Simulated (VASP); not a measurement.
Wanted: the native input for a VASP 6.6.1 run.

```
Task                   : single point
Functional             : PBE
Potentials or basis    : VASP PAW PBE potentials, release 64 (Ag)
Cutoff                 : 520 eV
k mesh                 : 28 × 28 × 28
Occupations            : gaussian, width 0.15 eV
Spin                   : no spin polarisation
Dipole correction      : no
Further INCAR settings : ALGO = Normal; EDIFF = 1e-06; NBANDS = 12
```

The structure of Ag lies in POSCAR:

```
Ag
1.0
    0.0000000000      2.0735956984      2.0735956984
    2.0735956984      0.0000000000      2.0735956984
    2.0735956984      2.0735956984      0.0000000000
Ag
1
Direct
    0.0000000000      0.0000000000      0.0000000000
```

These files were run (other wordings do the same):

INCAR

```
ALGO     = Normal         # electronic algorithm
EDIFF    = 1E-6           # SCF threshold, eV
ENCUT    = 520            # plane-wave cutoff, eV
GGA      = PE             # functional
ISIF     = 2              # what is computed and relaxed
ISMEAR   = 0              # smearing method
LASPH    = T              # aspherical terms in the spheres
LCHARG   = T              # write CHGCAR
LELF     = T              # ELF
LREAL    = F              # projectors in reciprocal space
LVHAR    = T            
LWAVE    = F              # write WAVECAR
NBANDS   = 12             # bands
NELM     = 60             # most SCF steps
PREC     = Accurate       # precision mode
SIGMA    = 0.15           # smearing width, eV
```

KPOINTS

```
k-points
0
Gamma
  28 28 28
```

Potentials or basis: VASP PAW PBE potentials, release 64 (Ag).

The run is started by

```console
$ cat potpaw_PBE.64/Ag/POTCAR > POTCAR
$ mpirun -np 1 vasp_std > vasp.out
```

It gave:

```
Pressure : -0.1 GPa
```

It took 110 s on 1 thread of Intel(R) Xeon(R) Platinum 8375C CPU @ 2.90GHz (Ice Lake) (shared host), peak memory 0.25 GiB.
